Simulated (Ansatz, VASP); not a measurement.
**One calculation of MoS2, two programs**

Contents of INCAR:

```
PREC     = Accurate       # precision mode
ENCUT    = 520            # plane-wave cutoff, eV
EDIFF    = 1E-7           # SCF threshold, eV
ISMEAR   = 1              # smearing method
SIGMA    = 0.001          # smearing width, eV
LREAL    = F              # projectors in reciprocal space
LASPH    = T              # aspherical terms in the spheres
NELM     = 80             # most SCF steps
ALGO     = Normal         # electronic algorithm
ISIF     = 2              # what is computed and relaxed
LWAVE    = F              # write WAVECAR
LCHARG   = F              # write CHGCAR
GGA      = PS             # functional
NBANDS   = 20             # bands
```

KPOINTS

```
regular mesh
0
Gamma
  6 6 6
```

POSCAR

```
MoS2
1.0
    1.5875907347      0.9165959380      6.1939395993
   -1.5875907347      0.9165959380      6.1939395993
    0.0000000000     -1.8331918760      6.1939395993
Mo S
1 2
Direct
   -0.0000146007     -0.0000146007     -0.0000146007
    0.4170015121      0.4170015121      0.4170015121
    0.2496797553      0.2496797553      0.2496797553
```

Input for Ansatz:

```yaml
crystal:
  lattice:
    - [1.5875907347, 0.916595938, 6.1939395993]
    - [-1.5875907347, 0.916595938, 6.1939395993]
    - [0.0, -1.833191876, 6.1939395993]
  atoms:
    - { symbol: Mo, position: [-1.46007e-05, -1.46007e-05, -1.46007e-05] }
    - { symbol: S, position: [0.4170015121, 0.4170015121, 0.4170015121] }
    - { symbol: S, position: [0.2496797553, 0.2496797553, 0.2496797553] }
kpoints:
  mp_grid: { grid: [6, 6, 6] }
hamiltonian:
  xc: pbesol
scf:
  occupations: { method: cold, width: 0.001 }
  n_extra_bands: 4
output:
  forces: true
  stress: true
  eigenvalues: true
```

Alike in both runs: task single point; functional PBEsol; k mesh 6 × 6 × 6; no spin polarisation.

|  | VASP | Ansatz |
| --- | --- | --- |
| version | VASP 6.6.1 | Ansatz 0.2.0 |
| potentials or method | VASP PAW PBE potentials, release 64 (Mo_sv, S) | plane waves |
| plane-wave cutoff (eV) | 520 | 420 |
| occupations | methfessel-paxton of order 1, width 0.001 eV | cold, width 0.001 eV |
| valence electrons in the cell | 26 | 26 |

```csv
,VASP,Ansatz,Ansatz less VASP
gap on the k mesh at the Fermi level (eV),0.93,0.91,-0.015
pressure (GPa),-2.5,-2.5,+0.01
"traceless stress, the component that is largest in VASP (GPa)",1.30,1.32,+0.011
rms of the force components (eV/Å),0.067,0.067,+0.0006
```

VASP's potentials were made for PBE, not for PBEsol. Atom by atom the forces differ by 0.001 eV/Å (rms over components).
